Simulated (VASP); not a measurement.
# Pb (Fm-3m) in VASP: a series of runs, part 2 of 2

VASP 6.6.1.

## 4. Electric field gradients, LDA (volume scaled by 0.97)

INCAR reads:

```
ALGO = Normal
EDIFF = 1E-8
ENCUT = 520
GGA = CA
ISIF = 2
ISMEAR = -1
LASPH = T
LCHARG = F
LEFG = T
LREAL = F
LWAVE = F
NBANDS = 13
NELM = 60
PREC = Accurate
SIGMA = 0.05
```

KPOINTS reads:

```
k-points
0
Gamma
  13 13 13
```

POSCAR reads:

```
Pb
1.0
    0.0000000000      2.4695534776      2.4695534776
    2.4695534776      0.0000000000      2.4695534776
    2.4695534776      2.4695534776      0.0000000000
Pb
1
Direct
    0.0000000000      0.0000000000      0.0000000000
```

Potentials or basis: VASP PAW LDA potentials, release 64 (Pb_d).

Command:

```sh
cat potpaw_LDA.64/Pb_d/POTCAR > POTCAR
mpirun -np 1 vasp_std > vasp.out
```

OUTCAR:

```text
EDIFF = 1E-8
   ENCUT = 520
   GGA = CA
   ISIF = 2
   ISMEAR = -1
   LASPH = T
   LREAL = F
   NELM = 60
   PREC = Accurate

 ion  position               nearest neighbor table
   1  0.000  0.000  0.000-

  LATTYP: Found a face centered cubic cell.
 ALAT       =     4.9391069552

  Lattice vectors:

 A1 = (   0.0000000000,   2.4695534776,   2.4695534776)
 A2 = (   2.4695534776,   0.0000000000,   2.4695534776)
 A3 = (   2.4695534776,   2.4695534776,   0.0000000000)

Analysis of symmetry for initial positions (statically):
=====================================================================
 Subroutine PRICEL returns:
 Original cell was already a primitive cell.

 Routine SETGRP: Setting up the symmetry group for a
 face centered cubic supercell.

 Subroutine GETGRP returns: Found 48 space group operations
 (whereof 48 operations were pure point group operations)
 out of a pool of 48 trial point group operations.

The static configuration has the point symmetry O_h .

Analysis of symmetry for dynamics (positions and initial velocities):
=====================================================================
 Subroutine PRICEL returns:
 Original cell was already a primitive cell.

 Routine SETGRP: Setting up the symmetry group for a
 face centered cubic supercell.

 Subroutine GETGRP returns: Found 48 space group operations
 (whereof 48 operations were pure point group operations)
 out of a pool of 48 trial point group operations.

The dynamic configuration has the point symmetry O_h .

 Subroutine INISYM returns: Found 48 space group operations
 (whereof 48 operations are pure point group operations),
 and found     1 'primitive' translations

----------------------------------------------------------------------------------------

                                     Primitive cell

  volume of cell :      30.1221

  direct lattice vectors                    reciprocal lattice vectors
     0.000000000  2.469553478  2.469553478    -0.202465751  0.202465751  0.202465751
     2.469553478  0.000000000  2.469553478     0.202465751 -0.202465751  0.202465751
     2.469553478  2.469553478  0.000000000     0.202465751  0.202465751 -0.202465751

  length of vectors
     3.492476021  3.492476021  3.492476021     0.350680968  0.350680968  0.350680968

  position of ions in fractional coordinates (direct lattice)
     0.000000000  0.000000000  0.000000000

  ion indices of the primitive-cell ions
   primitive index   ion index
                 1           1

----------------------------------------------------------------------------------------

 KPOINTS: k-points

Automatic generation of k-mesh.
 Grid dimensions read from file:
 generate k-points for:   13   13   13

 Generating k-lattice:
[... 70 lines left out ...]
   POTIM  = 0.5000    time-step for ionic-motion
   TEBEG  =    0.0;   TEEND  =   0.0 temperature during run
   PSTRESS=    0.0 pullay stress
   NELECT =      14.0000    total number of electrons
   NUPDOWN=      -1.0000    fix difference up-down
   EMIN   =  10.00;   EMAX   =-10.00  energy-range for DOS
   EFERMI =   0.00;   METHOD = LEGACY
   ISMEAR =    -1;   SIGMA  =   0.05  broadening in eV -4-tet -1-fermi 0-gaus
   EFERMI_NEDOS =   21; number of points for ismear=-14 and -15
   IALGO  =     38    algorithm
   IMIX   =      4    mixing-type and parameters
     AMIX     =   0.40;   BMIX     =  1.00
     AMIX_MAG =   1.60;   BMIX_MAG =  1.00
  volume/ion in A,a.u.               =      30.12       203.27
  Fermi-wavevector in a.u.,A,eV,Ry     =   1.268107  2.396374 21.879450  1.608094
  Thomas-Fermi vector in A             =   2.401219
   LORBIT       =      0    0 simple, 1 ext, 2 COOP (PROOUT), +10 PAW based schemes
   GGA     = CA    functional components
   LHFCALC =     F    Hartree Fock is set to
   AEXX    =    0.0000 exact exchange contribution
   IVDW    =     0    specifies the selected vdW correction
   LEPSILON=     F    determine dielectric tensor
   LRPA    =     F    only Hartree local field effects (RPA)
 non-spin polarized calculation
  energy-cutoff  :      520.00
  volume of cell :       30.12
 maximum number of plane-waves:       869
 NGX is ok and might be reduce to    28
   NGX = 13   NGY = 13   NGZ = 13

 number of electron      13.9999999 magnetization

 Free energy of the ion-electron system (eV)
  ---------------------------------------------------
  ext. energy  EPLUGINS =         0.00000000
  ---------------------------------------------------
  free energy    TOTEN  =        -4.24880586 eV

  energy without entropy =       -4.24376906  energy(sigma->0) =       -4.24628746

 E-fermi :   7.1575     XC(G=0): -10.4866

 val. band max:        7.1285249960   @ k =  -0.2308   0.1538   0.0000
 cond. band min:       7.2023255592   @ k =   0.3846   0.2308   0.0769
 fundamental gap:      0.0738005632
 Fermi energy:         7.1575000644

 k-point     1 :       0.0000    0.0000    0.0000
  band No.  band energies     occupation
      1      -9.9303      2.00000
      2      -9.9303      2.00000
      3      -9.9303      2.00000
      4      -9.7851      2.00000
      5      -9.7851      2.00000
      6      -4.7280      2.00000
      7      14.4826      0.00000
      8      14.4826      0.00000
      9      14.4826      0.00000
     10      16.9147      0.00000
     11      18.6348      0.00000
     12      19.6448      0.00000
     13      19.6448      0.00000
[... 354 lines left out ...]
  band No.  band energies     occupation
      1      -9.9650      2.00000
      2      -9.8942      2.00000
      3      -9.8551      2.00000
      4      -9.7258      2.00000
      5      -9.6434      2.00000
      6      -1.3515      2.00000
      7       4.2058      2.00000
      8      10.3274      0.00000
      9      11.4127      0.00000
     10      14.8527      0.00000
     11      19.3790      0.00000
     12      20.2804      0.00000
     13      20.8958      0.00000

 [... further k-points ...]

------------------------ aborting loop because EDIFF is reached ----------------------------------------

  FORCE on cell =-STRESS in cart. coord.  units (eV):
  Direction    XX          YY          ZZ          XY          YZ          ZX
  --------------------------------------------------------------------------------------
  -------------------------------------------------------------------------------------
  Total       -0.3159574     -0.3159574     -0.3159574     -0.0000000      0.0000000      0.0000000
  in kB      -16.8055909    -16.8055909    -16.8055909     -0.0000000      0.0000000      0.0000000
  external PRESSURE =     -16.8055909 kB  Pullay stress =       0.0000000 kB

 VOLUME and BASIS-vectors are now :
 -----------------------------------------------------------------------------
  energy-cutoff  :      520.00
  volume of cell :       30.12
      direct lattice vectors                 reciprocal lattice vectors
     0.000000000  2.469553478  2.469553478    -0.202465751  0.202465751  0.202465751
     2.469553478  0.000000000  2.469553478     0.202465751 -0.202465751  0.202465751
     2.469553478  2.469553478  0.000000000     0.202465751  0.202465751 -0.202465751

 POSITION                                       TOTAL-FORCE (eV/Angst)
 -----------------------------------------------------------------------------------
      0.00000      0.00000      0.00000         0.000000     -0.000000      0.000000
 -----------------------------------------------------------------------------------
    total drift:                               -0.000000     -0.000000     -0.000000

  FREE ENERGIE OF THE ION-ELECTRON SYSTEM (eV)
  ---------------------------------------------------
  free  energy   TOTEN  =        -4.2488058550 eV

  energy  without entropy=       -4.2437690641  energy(sigma->0) =       -4.24628746

 Electric field gradients (V/A^2)
---------------------------------------------------------------------
 ion       V_xx      V_yy      V_zz      V_xy      V_xz      V_yz
---------------------------------------------------------------------
   1       0.000    -0.000    -0.000     0.001     0.001     0.001
---------------------------------------------------------------------

 Electric field gradients after diagonalization (V/A^2)
 (convention: |V_zz| > |V_xx| > |V_yy|)
----------------------------------------------------------------------
 ion       V_xx      V_yy      V_zz     asymmetry (V_yy - V_xx)/ V_zz
----------------------------------------------------------------------
   1      -0.001    -0.001     0.002       0.000
----------------------------------------------------------------------

           NMR quadrupolar parameters

 Cq : quadrupolar parameter    Cq=e*Q*V_zz/h
 eta: asymmetry parameters     (V_yy - V_xx)/ V_zz
 Q  : nuclear electric quadrupole moment in mb (millibarn)
----------------------------------------------------------------------
 ion       Cq(MHz)       eta       Q (mb)
----------------------------------------------------------------------
   1       0.000       0.000       1.000
----------------------------------------------------------------------
```

Run time: 21 s. Hardware: 1 thread of Intel Xeon 6975P-C, shared host; peak memory 0.16 GiB.

Results:

| Quantity | Value |
| --- | --- |
| Free energy | -4.2488 eV |
| Pressure | -1.7 GPa |
| Band gap on the k mesh | zero (band 7 reaches 14.48 eV, above the bottom of band 8 at 5.41 eV) |

Caveat: the cell differs from its parent crystal (volume scaled by 0.97); without QUAD_EFG the Cq values of the log hold for a quadrupole moment of 1 mb, not for the nuclei; spin-orbit coupling is left out, which moves the levels of the heavy elements.

## 5. Electric field gradients, LDA

This run uses another cell than the first one, of 31.05 Å³/atom, 1.063 times its volume.

INCAR reads:

```
ALGO = Normal ; EDIFF = 1E-8
ENCUT = 520 ; GGA = CA
ISIF = 2 ; ISMEAR = -1
LASPH = True ; LCHARG = False
LEFG = True ; LREAL = False
LWAVE = False ; NBANDS = 13
NELM = 60 ; PREC = Accurate
SIGMA = 0.05
```

KPOINTS is that of step 4.

POSCAR reads:

```
Pb
1.0
    0.0000000000      2.4947547435      2.4947547435
    2.4947547435      0.0000000000      2.4947547435
    2.4947547435      2.4947547435      0.0000000000
Pb
1
Direct
    0.0000000000      0.0000000000      0.0000000000
```

Potentials or basis: VASP PAW LDA potentials, release 64 (Pb_d).

Command:

```sh
cat potpaw_LDA.64/Pb_d/POTCAR > POTCAR
mpirun -np 1 vasp_std > vasp.out
```

OUTCAR:

```text
EDIFF = 1E-8
   ENCUT = 520
   GGA = CA
   ISIF = 2
   ISMEAR = -1
   LASPH = True
   LREAL = False
   NELM = 60
   PREC = Accurate

 ion  position               nearest neighbor table
   1  0.000  0.000  0.000-

  LATTYP: Found a face centered cubic cell.
 ALAT       =     4.9895094870

  Lattice vectors:

 A1 = (   0.0000000000,   2.4947547435,   2.4947547435)
 A2 = (   2.4947547435,   0.0000000000,   2.4947547435)
 A3 = (   2.4947547435,   2.4947547435,   0.0000000000)

Analysis of symmetry for initial positions (statically):
=====================================================================
 Subroutine PRICEL returns:
 Original cell was already a primitive cell.

 Routine SETGRP: Setting up the symmetry group for a
 face centered cubic supercell.

[... 563 lines left out ...]
  in kB      -29.0032735    -29.0032735    -29.0032735      0.0000000     -0.0000000      0.0000000
  external PRESSURE =     -29.0032735 kB  Pullay stress =       0.0000000 kB

 VOLUME and BASIS-vectors are now :
 -----------------------------------------------------------------------------
  energy-cutoff  :      520.00
  volume of cell :       31.05
      direct lattice vectors                 reciprocal lattice vectors
     0.000000000  2.494754744  2.494754744    -0.200420503  0.200420503  0.200420503
     2.494754744  0.000000000  2.494754744     0.200420503 -0.200420503  0.200420503
     2.494754744  2.494754744  0.000000000     0.200420503  0.200420503 -0.200420503

 POSITION                                       TOTAL-FORCE (eV/Angst)
 -----------------------------------------------------------------------------------
      0.00000      0.00000      0.00000         0.000000      0.000000      0.000000
 -----------------------------------------------------------------------------------
    total drift:                               -0.000000     -0.000000     -0.000000

  FREE ENERGIE OF THE ION-ELECTRON SYSTEM (eV)
  ---------------------------------------------------
  free  energy   TOTEN  =        -4.2358779441 eV

  energy  without entropy=       -4.2305311097  energy(sigma->0) =       -4.23320453

 Electric field gradients (V/A^2)
---------------------------------------------------------------------
 ion       V_xx      V_yy      V_zz      V_xy      V_xz      V_yz
---------------------------------------------------------------------
   1      -0.000    -0.000     0.000     0.001     0.001     0.001
---------------------------------------------------------------------

 Electric field gradients after diagonalization (V/A^2)
 (convention: |V_zz| > |V_xx| > |V_yy|)
----------------------------------------------------------------------
 ion       V_xx      V_yy      V_zz     asymmetry (V_yy - V_xx)/ V_zz
----------------------------------------------------------------------
   1      -0.001    -0.001     0.001       0.000
----------------------------------------------------------------------

           NMR quadrupolar parameters

 Cq : quadrupolar parameter    Cq=e*Q*V_zz/h
 eta: asymmetry parameters     (V_yy - V_xx)/ V_zz
 Q  : nuclear electric quadrupole moment in mb (millibarn)
----------------------------------------------------------------------
 ion       Cq(MHz)       eta       Q (mb)
----------------------------------------------------------------------
   1       0.000       0.000       1.000
----------------------------------------------------------------------
```

OSZICAR:

```text
N       E                     dE             d eps       ncg     rms          rms(c)
DAV:   1     0.108447070707E+03    0.10845E+03   -0.70844E+03  2217   0.123E+03
DAV:   2     0.105926267330E+01   -0.10739E+03   -0.10385E+03  2264   0.314E+02
DAV:   3    -0.412429811031E+01   -0.51836E+01   -0.51665E+01  2707   0.742E+01
DAV:   4    -0.424505739883E+01   -0.12076E+00   -0.12073E+00  2698   0.121E+01
DAV:   5    -0.425026676833E+01   -0.52094E-02   -0.52091E-02  3075   0.238E+00    0.523E-01
DAV:   6    -0.423901593981E+01    0.11251E-01   -0.14563E-02  2839   0.209E+00    0.254E-01
DAV:   7    -0.423609749421E+01    0.29184E-02   -0.56750E-03  2844   0.120E+00    0.841E-02
DAV:   8    -0.423587822898E+01    0.21927E-03   -0.32721E-04  3065   0.313E-01    0.883E-03
DAV:   9    -0.423587778869E+01    0.44029E-06   -0.78342E-06  3115   0.462E-02    0.370E-03
DAV:  10    -0.423587794586E+01   -0.15716E-06   -0.40966E-07  2755   0.889E-03    0.148E-04
DAV:  11    -0.423587794411E+01    0.17490E-08   -0.93653E-09  2045   0.935E-04
   1 F= -.42358779E+01 E0= -.42332045E+01  d E =-.534683E-02
```

stdout:

```text
POSCAR found type information on POSCAR Pb
 POSCAR found :  1 types and       1 ions
 scaLAPACK will be used
 LDA part: xc-table for (Slater(with rela. corr.)+CA(PZ))
 , standard interpolation
 POSCAR, INCAR and KPOINTS ok, starting setup
 FFT: planning ... GRIDC
 FFT: planning ... GRID_SOFT
 FFT: planning ... GRID
 WAVECAR not read
 entering main loop
ion   1
```

Run time: 22 s. Hardware: 1 thread of Intel Xeon 6975P-C, shared host; peak memory 0.16 GiB.

Results:

* Free energy: -4.2359 eV
* Pressure: -2.9 GPa
* Band gap on the k mesh: zero (band 7 reaches 13.90 eV, above the bottom of band 8 at 5.13 eV)

Levels at points of the mesh, in eV from the Fermi level:
| k point | band 4 | band 5 | band 6 | band 7 | band 8 | band 9 | band 10 | band 11 |
| --- | --- | --- | --- | --- | --- | --- | --- | --- |
| (0.00, 0.00, 0.00) | -16.92 | -16.92 | -11.66 | 7.10 | 7.10 | 7.10 | 9.76 | 11.11 |

Caveat: without QUAD_EFG the Cq values of the log hold for a quadrupole moment of 1 mb, not for the nuclei; spin-orbit coupling is left out, which moves the levels of the heavy elements.

## 6. Summary

```tsv
cell	gap on the mesh (eV)	pressure (GPa)
a = 3.457 Å, angles 60.0°, 1 atom	none	-0.2
a = 3.492 Å, angles 60.0°, 1 atom	none	-1.7
a = 3.528 Å, angles 60.0°, 1 atom	none	-2.9
```

Alike in all rows: task electric field gradients; level LDA; potentials or basis VASP PAW LDA potentials, release 64 (Pb_d); no spin polarisation; k mesh 13 × 13 × 13; cutoff (eV) 520; smearing fermi-dirac 0.05 eV.

Caveats: spin-orbit coupling is left out, which moves the levels of the heavy elements.

Total energies depend on the potentials used, so only differences within one code and one set of settings carry meaning.
